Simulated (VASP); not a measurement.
Input of a VASP 6.6.1 run:

Contents of INCAR:

```
  PREC = Accurate
  ENCUT = 520
  EDIFF = 1E-6
  ISMEAR = 0
  SIGMA = 0.15
  LREAL = False
  LASPH = True
  NELM = 80
  ALGO = Fast
  ISIF = 2
  LWAVE = False
  LCHARG = True
  GGA = PS
  LELF = True
  LVHAR = True
  NBANDS = 38
```

Contents of KPOINTS:

```
Automatic mesh
0
Gamma
  18 18 6
```

POSCAR

```
Rh
1.0
    2.6754311126      0.0000000000      0.0000000000
   -1.3377155563      2.4870669754      0.0000000000
    0.0000000000      0.0000000000      8.0877844121
Rh
4
Direct
    0.0000000000      0.0000000000      0.0000000000
    0.3333333333      0.6666666667      0.2500000000
    0.0000000000      0.0000000000      0.5000000000
    0.6666666667      0.3333333333      0.7500000000
```

Potentials or basis: VASP PAW PBE potentials, release 64 (Rh_pv).

Command:

```console
$ cat potpaw_PBE.64/Rh_pv/POTCAR > POTCAR
$ mpirun -np 1 vasp_std > vasp.out
```

Q: What does it give for the band gap on the k mesh?

A: Zero (bands 30 and 31 overlap by 2.05 eV).

Q: Predict the pressure.

A: 7.0 GPa.

Q: Predict the largest force.

A: 0.277 eV/Å.

Forces on the atoms (eV/Å):
```
Rh   0.000  0.000  0.000
Rh   0.000 -0.277  0.000
Rh   0.000  0.000  0.000
Rh   0.000  0.277  0.000
```

Caveat: the cell differs from its parent crystal (strain +e along x and -e along y -0.0367, strain +e along z and -e/2 along x and y -0.0733); the stress differs along the axes, from -13 to 30 GPa; the PAW data sets were made with another functional, which shifts forces and pressure a little.
